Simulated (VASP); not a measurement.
Write the native input for VASP 6.6.1 that does the following.

```yaml
Task: single point
Functional: PBEsol
Potentials_or_basis: VASP PAW PBE potentials, release 64 (Cs_sv, Cl)
Cutoff: 500 eV
k_mesh: 6 × 6 × 6
Occupations: fermi-dirac, width 0.03 eV
Spin: no spin polarisation
Dipole_correction: no
Further_INCAR_settings: ALGO = Normal; EDIFF = 1e-06; NBANDS = 15
```

The structure of CsCl lies in POSCAR:

```
CsCl
1.0
    4.1230000000     -0.0412300000     -0.0412300000
   -0.0412300000      4.1230000000     -0.0412300000
   -0.0412300000     -0.0412300000      4.1230000000
Cs Cl
1 1
Direct
    0.0000000000      0.0000000000      0.0000000000
    0.5000000000      0.5000000000      0.5000000000
```

This cell differs from its parent crystal: equal xy, yz and zx shear strains of -2 %.

These files were run (other wordings do the same):

INCAR

```
PREC = Accurate
ENCUT = 500
EDIFF = 1E-6
ISMEAR = -1
SIGMA = 0.03
LREAL = F
LASPH = T
NELM = 120
ALGO = Normal
ISIF = 2
LWAVE = F
LCHARG = F
GGA = PS
NBANDS = 15
GGA_COMPAT = F
```

KPOINTS

```
regular mesh
0
Gamma
  6 6 6
```

Potentials or basis: VASP PAW PBE potentials, release 64 (Cs_sv, Cl).

Launch:

```console
$ cat potpaw_PBE.64/Cs_sv/POTCAR potpaw_PBE.64/Cl/POTCAR > POTCAR
$ mpirun -np 1 vasp_std > vasp.out
```

Results of the run:

| Property | Result |
| --- | --- |
| Pressure | -0.6 GPa |
| Band gap on the k mesh | 5.03 eV, direct |

Caveat: the cell differs from its parent crystal (equal xy, yz and zx shear strains of -2 %); the PAW data sets were made with another functional, which shifts forces and pressure a little; spin-orbit coupling is left out, which moves the levels of the heavy elements.

It took 40 s on 1 thread of AMD EPYC 7R13, on a shared host, peak memory 0.15 GiB.
